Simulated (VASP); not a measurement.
**GaF: single point with r2SCAN**

The system is GaF.

```
Ga F
1.0
     3.16592    0.00000    0.00000
     0.00000    3.16592    0.00000
     0.00000    0.00000    3.16592
Ga F
1 1
Direct
  0.00000 0.00000 0.00000
  0.50000 0.50000 0.50000
```

| Property | Result |
| --- | --- |
| Program | VASP 6.6.1 |
| Task | single point |
| Functional | r2SCAN |
| Potentials or basis | VASP PAW PBE potentials, release 64 (Ga_d, F) |
| Cutoff | 520 eV |
| k mesh | 8 × 8 × 8 |
| Occupations | fermi-dirac, width 0.05 eV |
| Spin | no spin polarisation |

```
Pressure               : -2.0 GPa
Band gap on the k mesh : 0.53 eV, indirect (least direct gap 1.46 eV)
```

Levels at points of the mesh, in eV from the valence-band top:
| k point | band 6 | band 7 | band 8 | band 9 | band 10 | band 11 | band 12 | band 13 | band 14 | band 15 |
| --- | --- | --- | --- | --- | --- | --- | --- | --- | --- | --- |
| (0.00, 0.00, 0.00) | -14.71 | -6.18 | -3.75 | -3.75 | -3.75 | 8.66 | 8.66 | 8.66 | 10.29 | 10.29 |
| (0.50, 0.00, 0.00) | -14.70 | -7.06 | -3.49 | -3.49 | -0.92 | 0.53 | 8.79 | 8.79 | 13.08 | 14.85 |
| (0.50, 0.50, 0.00) | -14.67 | -5.14 | -5.14 | -3.39 | -2.68 | 3.61 | 3.61 | 9.76 | 10.67 | 16.82 |
| (0.50, 0.50, 0.50) | -14.66 | -4.31 | -4.31 | -4.31 | 0.00 | 2.52 | 2.52 | 2.52 | 12.66 | 12.66 |

Wall time 19 s on 1 thread of Intel(R) Xeon(R) 6975P-C (Granite Rapids) (shared host), peak memory 0.15 GiB.

Caveat: the PAW data sets were made with another functional, which shifts forces and pressure a little. r2SCAN opens gaps a little over a GGA but as a rule still falls short of measured ones.
